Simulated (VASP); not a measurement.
## Hf3F: single point with PBE

Hf3F:

```xyz
4
Lattice="4.3149 0.0000 0.0000 0.0000 4.3149 0.0000 0.0000 0.0000 4.3149" Properties=species:S:1:pos:R:3 pbc="T T T"
Hf    0.0000    2.1575    2.1575
Hf    2.1575    0.0000    2.1575
Hf    2.1575    2.1575    0.0000
F     0.0000    0.0000    0.0000
```

```json
{
  "Program": "VASP 6.6.1",
  "Task": "single point",
  "Functional": "PBE",
  "Potentials or basis": "VASP PAW PBE potentials, release 64 (Hf_pv, F)",
  "Cutoff": "520 eV",
  "k mesh": "12 × 12 × 12",
  "Occupations": "gaussian, width 0.1 eV",
  "Spin": "no spin polarisation",
  "Dipole correction": "no",
  "Further INCAR settings": "ALGO = Normal; EDIFF = 1e-06; NBANDS = 26"
}
```

```
Pressure : -0.4 GPa
```

Levels at points of the mesh, in eV from the Fermi level:
| k point | band 16 | band 17 | band 18 | band 19 | band 20 | band 21 |
| --- | --- | --- | --- | --- | --- | --- |
| (0.00, 0.00, 0.00) | -1.96 | -1.96 | -1.47 | -1.47 | -1.47 | 3.26 |
| (0.50, 0.00, 0.00) | -0.97 | -0.90 | 0.01 | 0.60 | 0.60 | 0.85 |
| (0.50, 0.50, 0.00) | -1.52 | -0.33 | 0.26 | 0.52 | 0.52 | 1.09 |
| (0.50, 0.50, 0.50) | -2.92 | -1.28 | 1.03 | 1.03 | 1.03 | 1.16 |

Run time: 3.4 min on 1 thread of Intel Xeon 8259CL, on a shared host, peak memory 0.28 GiB.

Caveat: spin-orbit coupling is left out, which moves the levels of the heavy elements; an odd number of electrons without spin polarisation forces a metal; a magnetic or distorted state may lie lower.
